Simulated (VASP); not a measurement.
# TiO2 in VASP: further runs

The runs below take TiO2 through single point, with PBEsol.

Program: VASP 6.6.1. These are calculated values, not measurements. Logs are shortened: lines on timing, memory, paths and dates and some standing lists are left out, and cuts for length are marked.

### 1 The cell of the first run

Symmetry: C2/c, No. 15, monoclinic system. The conventional cell has a = 5.412 Å, b = 5.413 Å, c = 5.472 Å, α = 90.00°, β = 118.77°, γ = 90.00°. Ti (site symmetry 2) has 6 O at 1.93 to 2.00 Å within 2.6 Å. O (site symmetry 1) has 3 Ti at 1.93 to 2.00 Å and 2 O at 2.50 Å within 2.6 Å.

### 2 Single point, PBEsol

INCAR reads:

```
PREC = Accurate
ENCUT = 520
EDIFF = 1E-7
ISMEAR = 0
SIGMA = 0.01
LREAL = False
LASPH = True
NELM = 80
ALGO = Normal
ISIF = 2
LWAVE = False
LCHARG = False
GGA = PS
NBANDS = 33
```

KPOINTS reads:

```
Automatic mesh
0
Gamma
  4 4 3
```

POSCAR reads:

```
TiO2
1.0
    2.7060340000     -2.7066550000      0.0000000000
    2.7060340000      2.7066550000      0.0000000000
   -2.6335310000      0.0000000000      4.7966370000
Ti O
2 4
Direct
    0.1341100000      0.8658900000      0.2500000000
    0.8658900000      0.1341100000      0.7500000000
    0.3312210000      0.0887550000      0.6671490000
    0.6687790000      0.9112450000      0.3328510000
    0.9112450000      0.6687790000      0.8328510000
    0.0887550000      0.3312210000      0.1671490000
```

Potentials or basis: VASP PAW PBE potentials, release 64 (Ti_sv, O).

Started as:

```sh
> cat potpaw_PBE.64/Ti_sv/POTCAR potpaw_PBE.64/O/POTCAR > POTCAR
> mpirun -np 1 vasp_std > vasp.out
```

OUTCAR:

```text
PREC = Accurate
   ENCUT = 520
   EDIFF = 1E-7
   ISMEAR = 0
   LREAL = False
   LASPH = True
   NELM = 80
   ISIF = 2
   GGA = PS

 ion  position               nearest neighbor table
   1  0.134  0.866  0.250-   4 1.93   6 1.93   6 1.98   4 1.98   3 2.00   5 2.00
   2  0.866  0.134  0.750-   5 1.93   3 1.93   5 1.98   3 1.98   6 2.00   4 2.00
   3  0.331  0.089  0.667-   2 1.93   2 1.98   1 2.00
   4  0.669  0.911  0.333-   1 1.93   1 1.98   2 2.00
   5  0.911  0.669  0.833-   2 1.93   2 1.98   1 2.00
   6  0.089  0.331  0.167-   1 1.93   1 1.98   2 2.00

  LATTYP: Found a base centered monoclinic cell.
 ALAT       =     5.4120680000
 B/A-ratio  =     1.0002294871
 C/A-ratio  =     1.0110809974
 COS(beta)  =    -0.4812705001

  Lattice vectors:

 A1 = (   2.7060340000,  -2.7066550000,   0.0000000000)
 A2 = (   2.7060340000,   2.7066550000,   0.0000000000)
 A3 = (  -2.6335310000,   0.0000000000,   4.7966370000)

Analysis of symmetry for initial positions (statically):
=====================================================================
 Subroutine PRICEL returns:
 Original cell was already a primitive cell.

 Routine SETGRP: Setting up the symmetry group for a
 base centered monoclinic supercell.

 Subroutine GETGRP returns: Found  4 space group operations
 (whereof  2 operations were pure point group operations)
 out of a pool of  4 trial point group operations.

The static configuration has the point symmetry S_2 .
 The point group associated with its full space group is C_2h.

Analysis of symmetry for dynamics (positions and initial velocities):
=====================================================================
 Subroutine PRICEL returns:
 Original cell was already a primitive cell.

 Routine SETGRP: Setting up the symmetry group for a
 base centered monoclinic supercell.

 Subroutine GETGRP returns: Found  4 space group operations
 (whereof  2 operations were pure point group operations)
 out of a pool of  4 trial point group operations.

The dynamic configuration has the point symmetry S_2 .
 The point group associated with its full space group is C_2h.

 Subroutine INISYM returns: Found  4 space group operations
 (whereof  2 operations are pure point group operations),
 and found     1 'primitive' translations

[... 94 lines left out ...]
   EDIFF  = 0.1E-06   stopping-criterion for ELM
   LREAL  =      F    real-space projection
   EDIFFG = 0.1E-05   stopping-criterion for IOM
   NSW    =      0    number of steps for IOM
   IBRION =     -1    ionic relax: 0-MD 1-quasi-New 2-CG
   NFREE  =      0    steps in history (QN), initial steepest desc. (CG)
   ISIF   =      2    stress and relaxation
   ISYM   =      2    0-nonsym 1-usesym 2-fastsym
   POTIM  = 0.5000    time-step for ionic-motion
   TEBEG  =    0.0;   TEEND  =   0.0 temperature during run
   PSTRESS=    0.0 pullay stress
   NELECT =      48.0000    total number of electrons
   NUPDOWN=      -1.0000    fix difference up-down
   EMIN   =  10.00;   EMAX   =-10.00  energy-range for DOS
   EFERMI =   0.00;   METHOD = LEGACY
   ISMEAR =     0;   SIGMA  =   0.01  broadening in eV -4-tet -1-fermi 0-gaus
   EFERMI_NEDOS =   21; number of points for ismear=-14 and -15
   IALGO  =     38    algorithm
   IMIX   =      4    mixing-type and parameters
     AMIX     =   0.40;   BMIX     =  1.00
     AMIX_MAG =   1.60;   BMIX_MAG =  1.00
  volume/ion in A,a.u.               =      11.71        79.03
  Fermi-wavevector in a.u.,A,eV,Ry     =   1.441820  2.724644 28.284385  2.078844
  Thomas-Fermi vector in A             =   2.560409
   LORBIT       =      0    0 simple, 1 ext, 2 COOP (PROOUT), +10 PAW based schemes
   GGA     = PS    functional components
   LHFCALC =     F    Hartree Fock is set to
   AEXX    =    0.0000 exact exchange contribution
   IVDW    =     0    specifies the selected vdW correction
   LEPSILON=     F    determine dielectric tensor
   LRPA    =     F    only Hartree local field effects (RPA)
 non-spin polarized calculation
 Gauss-broadening in eV      SIGMA  =   0.01
  energy-cutoff  :      520.00
  volume of cell :       70.26
 maximum number of plane-waves:      1899
   NGX = 15   NGY = 15   NGZ = 21

 number of electron      47.9999994 magnetization

 Free energy of the ion-electron system (eV)
  ---------------------------------------------------
  ext. energy  EPLUGINS =         0.00000000
  ---------------------------------------------------
  free energy    TOTEN  =       -56.15694810 eV

  energy without entropy =      -56.15694810  energy(sigma->0) =      -56.15694810

 E-fermi :   3.0426     XC(G=0): -10.8609

 val. band max:        2.9880472339   @ k =   0.5000   0.5000   0.0000
 cond. band min:       4.9941710279   @ k =   0.0000   0.0000   0.0000
 fundamental gap:      2.0061237940
 Fermi energy:         3.0425624319

 k-point     1 :       0.0000    0.0000    0.0000
  band No.  band energies     occupation
      1     -53.2532      2.00000
      2     -53.1987      2.00000
      3     -29.7944      2.00000
      4     -29.5752      2.00000
      5     -29.5746      2.00000
      6     -29.5122      2.00000
[... 601 lines left out ...]
     32       9.3119      0.00000
     33       9.6786      0.00000

------------------------ aborting loop because EDIFF is reached ----------------------------------------

  FORCE on cell =-STRESS in cart. coord.  units (eV):
  Direction    XX          YY          ZZ          XY          YZ          ZX
  --------------------------------------------------------------------------------------
  -------------------------------------------------------------------------------------
  Total       -3.0774247     -3.0921337     -2.9318817      0.0000000      0.0000000     -0.1495832
  in kB      -70.1721889    -70.5075859    -66.8534804      0.0000000      0.0000000     -3.4108335
  external PRESSURE =     -69.1777517 kB  Pullay stress =       0.0000000 kB

 VOLUME and BASIS-vectors are now :
 -----------------------------------------------------------------------------
  energy-cutoff  :      520.00
  volume of cell :       70.26
      direct lattice vectors                 reciprocal lattice vectors
     2.706034000 -2.706655000  0.000000000     0.184772253 -0.184729860  0.101446796
     2.706034000  2.706655000  0.000000000     0.184772253  0.184729860  0.101446796
    -2.633531000  0.000000000  4.796637000     0.000000000  0.000000000  0.208479399

 POSITION                                       TOTAL-FORCE (eV/Angst)
 -----------------------------------------------------------------------------------
      2.04765      1.98068      1.19916        -0.000000      0.058117     -0.000000
      0.73089     -1.98068      3.59748        -0.000000     -0.058117     -0.000000
     -0.62049     -0.65627      3.20007         0.008534     -0.038169     -0.204335
      3.39903      0.65627      1.59657        -0.008534      0.038169      0.204335
      2.08226     -0.65627      3.99488        -0.008534     -0.038169      0.204335
      0.69628      0.65627      0.80175         0.008534      0.038169     -0.204335
 -----------------------------------------------------------------------------------
    total drift:                               -0.000000      0.000000     -0.000000

  FREE ENERGIE OF THE ION-ELECTRON SYSTEM (eV)
  ---------------------------------------------------
  free  energy   TOTEN  =       -56.1569481025 eV

  energy  without entropy=      -56.1569481025  energy(sigma->0) =      -56.15694810
```

OSZICAR:

```text
N       E                     dE             d eps       ncg     rms          rms(c)
DAV:   1     0.665508324393E+03    0.66551E+03   -0.24681E+04  1122   0.170E+03
DAV:   2     0.311021381025E+02   -0.63441E+03   -0.59013E+03  1251   0.508E+02
DAV:   3    -0.663143401681E+02   -0.97416E+02   -0.95480E+02  1506   0.190E+02
DAV:   4    -0.724406740625E+02   -0.61263E+01   -0.61126E+01  1769   0.450E+01
DAV:   5    -0.727047917806E+02   -0.26412E+00   -0.26409E+00  1418   0.682E+00    0.309E+01
DAV:   6    -0.565543930881E+02    0.16150E+02   -0.75567E+01  1608   0.862E+01    0.113E+01
DAV:   7    -0.564584017418E+02    0.95991E-01   -0.14528E+01  1501   0.321E+01    0.917E+00
DAV:   8    -0.562228372640E+02    0.23556E+00   -0.59643E-01  1456   0.729E+00    0.573E+00
DAV:   9    -0.562004705910E+02    0.22367E-01   -0.66318E-01  1588   0.883E+00    0.210E+00
DAV:  10    -0.561723120458E+02    0.28159E-01   -0.31556E-01  1525   0.570E+00    0.109E+00
DAV:  11    -0.561573555316E+02    0.14957E-01   -0.62004E-02  1434   0.159E+00    0.378E-01
DAV:  12    -0.561573146653E+02    0.40866E-04   -0.66457E-03  1295   0.970E-01    0.161E-01
DAV:  13    -0.561569498086E+02    0.36486E-03   -0.99604E-04  1555   0.386E-01    0.345E-02
DAV:  14    -0.561569529770E+02   -0.31685E-05   -0.15833E-04  1548   0.113E-01    0.256E-02
DAV:  15    -0.561569478565E+02    0.51205E-05   -0.28372E-05  1570   0.598E-02    0.515E-03
DAV:  16    -0.561569481473E+02   -0.29082E-06   -0.45792E-06  1436   0.152E-02    0.365E-03
DAV:  17    -0.561569481025E+02    0.44766E-07   -0.28453E-07  1218   0.457E-03
   1 F= -.56156948E+02 E0= -.56156948E+02  d E =-.145666E-16
```

stdout:

```text
POSCAR found type information on POSCAR TiO
 POSCAR found :  2 types and       6 ions
 scaLAPACK will be used
 -----------------------------------------------------------------------------
|                                                                             |
|                                                                             |
|     You enforced a specific xc type in the INCAR file but a different       |
|     I HOPE YOU KNOW WHAT YOU ARE DOING!                                     |
|                                                                             |
 -----------------------------------------------------------------------------

 LDA part: xc-table for (Slater+PW92), standard interpolation
 POSCAR, INCAR and KPOINTS ok, starting setup
 FFT: planning ... GRIDC
 FFT: planning ... GRID_SOFT
 FFT: planning ... GRID
 WAVECAR not read
 entering main loop
```

It took 28 s on 1 thread of Intel Xeon Platinum 8488C (Sapphire Rapids), shared host; peak memory 0.18 GiB.

What came out:

| Item | Value |
| --- | --- |
| Free energy | -56.1569 eV |
| Pressure | -6.9 GPa |
| Largest force | 0.208 eV/Å |
| Band gap on the k mesh | 2.01 eV, indirect (least direct gap 2.35 eV) |

Forces in eV/Å, atoms in the order of the input:
```
Ti   0.000  0.058  0.000
Ti   0.000 -0.058  0.000
O    0.009 -0.038 -0.204
O   -0.009  0.038  0.204
O   -0.009 -0.038  0.204
O    0.009  0.038 -0.204
```

Stress tensor (GPa, compression positive):
```
-7.02  0.00 -0.34
 0.00 -7.05  0.00
-0.34  0.00 -6.69
```

Caveat: the k points lie up to 0.44 Å⁻¹ apart; the PAW data sets were made with another functional, which shifts forces and pressure a little. Expect the measured gap to be larger: semilocal functionals such as PBEsol lack the derivative discontinuity.

(Part 1 of 2 ends here.)
